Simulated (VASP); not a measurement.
Wanted: the native input for a VASP 6.6.1 run.

| Quantity | Value |
| --- | --- |
| Task | single point |
| Functional | PBE |
| Potentials or basis | VASP PAW PBE potentials, release 64 (Pd, C) |
| Cutoff | 520 eV |
| k mesh | 16 × 16 × 16 |
| Occupations | gaussian, width 0.1 eV |
| Spin | no spin polarisation |
| Dipole correction | no |
| Further INCAR settings | ALGO = Normal; EDIFF = 1e-07; NBANDS = 19 |

The structure of PdC3 lies in POSCAR:

```
PdC3
1.0
   -2.0678632723      2.0678632723      2.0678632723
    2.0678632723     -2.0678632723      2.0678632723
    2.0678632723      2.0678632723     -2.0678632723
Pd C
1 3
Direct
    0.0000000000      0.0000000000      0.0000000000
    0.0000000000      0.5000000000      0.5000000000
    0.5000000000      0.0000000000      0.5000000000
    0.5000000000      0.5000000000      0.0000000000
```

The cell was built from a structure type or drawn by symmetry, and may not be a known phase.

These files were run (other wordings do the same):

INCAR

```
PREC = Accurate
ENCUT = 520
EDIFF = 1E-7
ISMEAR = 0
SIGMA = 0.1
LREAL = F
LASPH = T
NELM = 80
ALGO = Normal
ISIF = 2
LWAVE = F
LCHARG = F
GGA = PE
NBANDS = 19
```

KPOINTS

```
Automatic mesh
0
Gamma
  16 16 16
```

Potentials or basis: VASP PAW PBE potentials, release 64 (Pd, C).

Run with:

```bash
$ cat potpaw_PBE.64/Pd/POTCAR potpaw_PBE.64/C/POTCAR > POTCAR
$ mpirun -np 1 vasp_std > vasp.out
```

Results of the run:

The pressure is 0.1 GPa. The band gap on the k mesh is zero (bands 11 and 12 overlap by 2.88 eV).

Wall time 110 s on 1 thread of Intel Xeon 8259CL, on a shared host, peak memory 0.22 GiB.
